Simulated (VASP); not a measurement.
# W (Im-3m) in VASP: density of states with PBEsol

Aim: the density of states of W with PBEsol.

All numbers are computed with VASP 6.6.1; they aren't measurements. Logs are shortened: lines on timing, memory, paths and dates and some standing lists are left out, and cuts for length are marked.

### Step 1. The cell of the first run

The structure is cubic, space group Im-3m (No. 229). The conventional cell has a = 3.154 Å, b = 3.154 Å, c = 3.154 Å, α = 90.00°, β = 90.00°, γ = 90.00°. Within 3.6 Å of W (site symmetry m-3m) lie 14 W at 2.73 to 3.15 Å.

### Step 2. Density of states, PBEsol

Input file POSCAR:

```
W
1.0
   -1.5771165191      1.5771165191      1.5771165191
    1.5771165191     -1.5771165191      1.5771165191
    1.5771165191      1.5771165191     -1.5771165191
W
1
Direct
    0.0000000000      0.0000000000      0.0000000000
```

Input file INCAR.step1:

```
PREC     = Accurate       # precision mode
ENCUT    = 520            # plane-wave cutoff, eV
EDIFF    = 1E-6           # SCF threshold, eV
ISMEAR   = 0              # smearing method
SIGMA    = 0.05           # smearing width, eV
LREAL    = False          # projectors in reciprocal space
LASPH    = True           # aspherical terms in the spheres
NELM     = 100            # most SCF steps
ALGO     = Normal         # electronic algorithm
ISIF     = 2              # what is computed and relaxed
LWAVE    = False          # write WAVECAR
LCHARG   = True           # write CHGCAR
LMAXMIX  = 4              # l up to which the mixer works
GGA      = PS             # functional
NBANDS   = 13             # bands
```

Input file KPOINTS.step1:

```
Automatic mesh
0
Gamma
  18 18 18
```

Input file INCAR.step2:

```
PREC     = Accurate       # precision mode
ENCUT    = 520            # plane-wave cutoff, eV
EDIFF    = 1E-6           # SCF threshold, eV
ISMEAR   = -5             # smearing method
SIGMA    = 0.05           # smearing width, eV
LREAL    = False          # projectors in reciprocal space
LASPH    = True           # aspherical terms in the spheres
NELM     = 100            # most SCF steps
ALGO     = Normal         # electronic algorithm
ISIF     = 2              # what is computed and relaxed
LWAVE    = False          # write WAVECAR
LCHARG   = False          # write CHGCAR
LMAXMIX  = 4              # l up to which the mixer works
GGA      = PS             # functional
LORBIT   = 11             # projections on sites
NBANDS   = 13             # bands
NEDOS    = 1001           # points of the DOS
ICHARG   = 11             # starting density
```

Input file KPOINTS.step2:

```
Automatic mesh
0
Gamma
  27 27 27
```

Potentials or basis: VASP PAW PBE potentials, release 64 (W_sv).

Command:

```
$ cat potpaw_PBE.64/W_sv/POTCAR > POTCAR
$ cp INCAR.step1 INCAR
$ cp KPOINTS.step1 KPOINTS
$ mpirun -np 1 vasp_std > vasp.out
$ cp INCAR.step2 INCAR
$ cp KPOINTS.step2 KPOINTS
$ mpirun -np 1 vasp_std > vasp.out
```

OUTCAR:

```text
PREC = Accurate
   ENCUT = 520
   EDIFF = 1E-6
   ISMEAR = -5
   LREAL = False
   LASPH = True
   NELM = 100
   ISIF = 2
   GGA = PS
   LORBIT = 11
   ICHARG = 11

 ion  position               nearest neighbor table
   1  0.000  0.000  0.000-

  LATTYP: Found a body centered cubic cell.
 ALAT       =     3.1542330382

  Lattice vectors:

 A1 = (  -1.5771165191,   1.5771165191,   1.5771165191)
 A2 = (   1.5771165191,  -1.5771165191,   1.5771165191)
 A3 = (   1.5771165191,   1.5771165191,  -1.5771165191)

Analysis of symmetry for initial positions (statically):
=====================================================================
 Subroutine PRICEL returns:
 Original cell was already a primitive cell.

 Routine SETGRP: Setting up the symmetry group for a
 body centered cubic supercell.

 Subroutine GETGRP returns: Found 48 space group operations
 (whereof 48 operations were pure point group operations)
 out of a pool of 48 trial point group operations.

The static configuration has the point symmetry O_h .

Analysis of symmetry for dynamics (positions and initial velocities):
=====================================================================
 Subroutine PRICEL returns:
 Original cell was already a primitive cell.

 Routine SETGRP: Setting up the symmetry group for a
 body centered cubic supercell.

 Subroutine GETGRP returns: Found 48 space group operations
 (whereof 48 operations were pure point group operations)
 out of a pool of 48 trial point group operations.

The dynamic configuration has the point symmetry O_h .

 Subroutine INISYM returns: Found 48 space group operations
 (whereof 48 operations are pure point group operations),
 and found     1 'primitive' translations

----------------------------------------------------------------------------------------

                                     Primitive cell

  volume of cell :      15.6910

  direct lattice vectors                    reciprocal lattice vectors
    -1.577116519  1.577116519  1.577116519     0.000000000  0.317034280  0.317034280
     1.577116519 -1.577116519  1.577116519     0.317034280  0.000000000  0.317034280
     1.577116519  1.577116519 -1.577116519     0.317034280  0.317034280  0.000000000

  length of vectors
     2.731645941  2.731645941  2.731645941     0.448354178  0.448354178  0.448354178

  position of ions in fractional coordinates (direct lattice)
     0.000000000  0.000000000  0.000000000

  ion indices of the primitive-cell ions
   primitive index   ion index
                 1           1

----------------------------------------------------------------------------------------

 KPOINTS: Automatic mesh

Automatic generation of k-mesh.
 Grid dimensions read from file:
 generate k-points for:   27   27   27

 Generating k-lattice:

  Cartesian coordinates                     Fractional coordinates (reciprocal lattice)
     0.000000000  0.011742010  0.011742010     0.037037037  0.000000000  0.000000000
     0.011742010  0.000000000  0.011742010     0.000000000  0.037037037  0.000000000
     0.011742010  0.011742010  0.000000000     0.000000000  0.000000000  0.037037037

  Length of vectors
     0.016605710  0.016605710  0.016605710

  Shift w.r.t. Gamma in fractional coordinates (k-lattice)
     0.000000000  0.000000000  0.000000000

 TETIRR: Found  23679 inequivalent tetrahedra from   118098

 Subroutine IBZKPT returns following result:
 ===========================================

 Found    560 irreducible k-points:

 Following reciprocal coordinates:
            Coordinates               Weight
  0.000000  0.000000  0.000000      1.000000
  0.037037  0.000000  0.000000     12.000000
  0.074074  0.000000  0.000000     12.000000
  0.111111  0.000000  0.000000     12.000000
  0.148148  0.000000  0.000000     12.000000
  0.185185  0.000000  0.000000     12.000000
[... 16 lines left out ...]
  0.333333  0.037037  0.000000     48.000000
  0.370370  0.037037  0.000000     48.000000
 [... further k-points ...]
   k-points           NKPTS =    560   k-points in BZ     NKDIM =    560   number of bands    NBANDS=     13
   number of dos      NEDOS =   1001   number of ions     NIONS =      1
   total plane-waves  NPLWV =   8000
   dimension x,y,z NGX =    20 NGY =   20 NGZ =   20
   dimension x,y,z NGXF=    40 NGYF=   40 NGZF=   40
   ions per type =               1
   NGX,Y,Z   is equivalent  to a cutoff of  12.17, 12.17, 12.17 a.u.
   NGXF,Y,Z  is equivalent  to a cutoff of  24.34, 24.34, 24.34 a.u.
 SYSTEM =  unknown system
   PREC   = accura    normal or accurate (medium, high low for compatibility)
   ISTART =      0    job   : 0-new  1-cont  2-samecut
   ICHARG =     11    charge: 1-file 2-atom 10-const
   ISPIN  =      1    spin polarized calculation?
   LNONCOLLINEAR =      F non collinear calculations
   LSORBIT =      F    spin-orbit coupling
   LASPH  =      T    aspherical Exc in radial PAW
   ENCUT  =  520.0 eV  38.22 Ry    6.18 a.u.   5.08  5.08  5.08*2*pi/ulx,y,z
   NELM   =    100;   NELMIN=  2; NELMDL=  0     # of ELM steps
   EDIFF  = 0.1E-05   stopping-criterion for ELM
   LREAL  =      F    real-space projection
   EDIFFG = 0.1E-04   stopping-criterion for IOM
   NSW    =      0    number of steps for IOM
   IBRION =     -1    ionic relax: 0-MD 1-quasi-New 2-CG
   NFREE  =      0    steps in history (QN), initial steepest desc. (CG)
   ISIF   =      2    stress and relaxation
   ISYM   =      2    0-nonsym 1-usesym 2-fastsym
   POTIM  = 0.5000    time-step for ionic-motion
   TEBEG  =    0.0;   TEEND  =   0.0 temperature during run
   PSTRESS=    0.0 pullay stress
   NELECT =      14.0000    total number of electrons
   NUPDOWN=      -1.0000    fix difference up-down
   EMIN   =  10.00;   EMAX   =-10.00  energy-range for DOS
   EFERMI =   0.00;   METHOD = LEGACY
   ISMEAR =    -5;   SIGMA  =   0.05  broadening in eV -4-tet -1-fermi 0-gaus
   EFERMI_NEDOS =   21; number of points for ismear=-14 and -15
   IALGO  =     38    algorithm
   IMIX   =      4    mixing-type and parameters
     AMIX     =   0.40;   BMIX     =  1.00
     AMIX_MAG =   1.60;   BMIX_MAG =  1.00
  volume/ion in A,a.u.               =      15.69       105.89
  Fermi-wavevector in a.u.,A,eV,Ry     =   1.576039  2.978283 33.795513  2.483900
  Thomas-Fermi vector in A             =   2.676933
   LORBIT       =     11    0 simple, 1 ext, 2 COOP (PROOUT), +10 PAW based schemes
   GGA     = PS    functional components
   LHFCALC =     F    Hartree Fock is set to
   AEXX    =    0.0000 exact exchange contribution
   IVDW    =     0    specifies the selected vdW correction
   LEPSILON=     F    determine dielectric tensor
   LRPA    =     F    only Hartree local field effects (RPA)
 non-spin polarized calculation
 Fermi weights with tetrahedron method with Bloechl corrections
  energy-cutoff  :      520.00
  volume of cell :       15.69
 maximum number of plane-waves:       435

 number of electron      14.0000005 magnetization

 Free energy of the ion-electron system (eV)
  ---------------------------------------------------
  ext. energy  EPLUGINS =         0.00000000
  ---------------------------------------------------
  free energy    TOTEN  =       -13.80513924 eV

  energy without entropy =      -13.80513924  energy(sigma->0) =      -13.80513924

 E-fermi :  11.4576     XC(G=0): -13.8185

 val. band max:       11.4859040148   @ k =  -0.4815  -0.4815   0.0370
 cond. band min:      11.3916730430   @ k =  -0.1481   0.1852   0.1111
 fundamental gap:     -0.0942309717
 Fermi energy:        11.4575571692

 k-point     1 :       0.0000    0.0000    0.0000
  band No.  band energies     occupation
      1     -62.7080      2.00000
      2     -26.2506      2.00000
      3     -26.2506      2.00000
      4     -26.2506      2.00000
      5       1.7128      2.00000
      6      10.1717      2.00000
      7      10.1717      2.00000
      8      10.1717      2.00000
      9      13.6834      0.00000
     10      13.6834      0.00000
     11      25.9871      0.00000
     12      25.9871      0.00000
     13      25.9871      0.00000

 k-point     2 :       0.0370    0.0000    0.0000
  band No.  band energies     occupation
      1     -62.7061      2.00000
      2     -26.2702      2.00000
      3     -26.2567      2.00000
      4     -26.2507      2.00000
      5       1.7808      2.00000
      6      10.1297      2.00000
      7      10.1632      2.00000
      8      10.2370      2.00000
      9      13.6130      0.00000
     10      13.6835      0.00000
     11      26.0468      0.00000
     12      26.1024      0.00000
     13      26.1595      0.00000

 k-point     3 :       0.0741    0.0000    0.0000
  band No.  band energies     occupation
      1     -62.7005      2.00000
      2     -26.3277      2.00000
      3     -26.2746      2.00000
      4     -26.2510      2.00000
      5       1.9814      2.00000
      6      10.0086      2.00000
      7      10.1316      2.00000
      8      10.4320      2.00000
      9      13.4310      0.00000
     10      13.6855      0.00000
     11      26.2143      0.00000
     12      26.4433      0.00000
     13      26.6426      0.00000
[... 305 lines left out ...]
 k-point    23 :       0.3333    0.0370    0.0000
  band No.  band energies     occupation
      1     -62.5948      2.00000
      2     -27.3347      2.00000
      3     -26.6035      2.00000
      4     -26.2646      2.00000
      5       5.0738      2.00000
      6       8.2004      2.00000
      7      10.1044      2.00000
      8      13.4685      0.00000
      9      14.2609      0.00000
     10      15.4092      0.00000
     11      24.4430      0.00000
     12      25.2939      0.00000
     13      31.7294      0.00000

 k-point    24 :       0.3704    0.0370    0.0000
  band No.  band energies     occupation
      1     -62.5829      2.00000
      2     -27.4397      2.00000
      3     -26.6401      2.00000
      4     -26.2654      2.00000
      5       5.1408      2.00000
      6       8.0343      2.00000
      7      10.6740      2.00320
      8      13.6061      0.00000
      9      14.3922      0.00000
     10      16.2678      0.00000
     11      23.8211      0.00000
     12      24.2901      0.00000
     13      30.4317      0.00000

 [... further k-points ...]
[... 5 lines left out ...]
  --------------------------------------------------------------------------------------
  -------------------------------------------------------------------------------------
  Total        0.0360791      0.0360791      0.0360791     -0.0000000      0.0000000      0.0000000
  in kB        3.6839648      3.6839648      3.6839648     -0.0000000      0.0000000      0.0000000
  external PRESSURE =       3.6839648 kB  Pullay stress =       0.0000000 kB

 VOLUME and BASIS-vectors are now :
 -----------------------------------------------------------------------------
  energy-cutoff  :      520.00
  volume of cell :       15.69
      direct lattice vectors                 reciprocal lattice vectors
    -1.577116519  1.577116519  1.577116519     0.000000000  0.317034280  0.317034280
     1.577116519 -1.577116519  1.577116519     0.317034280  0.000000000  0.317034280
     1.577116519  1.577116519 -1.577116519     0.317034280  0.317034280  0.000000000

 POSITION                                       TOTAL-FORCE (eV/Angst)
 -----------------------------------------------------------------------------------
      0.00000      0.00000      0.00000        -0.000000      0.000000      0.000000
 -----------------------------------------------------------------------------------
    total drift:                               -0.000000     -0.000000      0.000000

  FREE ENERGIE OF THE ION-ELECTRON SYSTEM (eV)
  ---------------------------------------------------
  free  energy   TOTEN  =       -13.8051392418 eV

  energy  without entropy=      -13.8051392418  energy(sigma->0) =      -13.80513924

 total charge

# of ion       s       p       d       tot
------------------------------------------
    1        2.407   6.350   3.371  12.128
```

Run time: 45 s. Hardware: 1 thread of Intel Xeon Platinum 8488C (Sapphire Rapids), shared host; peak memory 0.26 GiB.

What came out:

| Item | Value |
| --- | --- |
| Valence electrons inside the program's atomic spheres | W 12.13 |

Caveat: the PAW data sets were made with another functional, which shifts forces and pressure a little; spin-orbit coupling is left out, which moves the levels of the heavy elements; tetrahedron occupations give inexact forces and stress in metals.
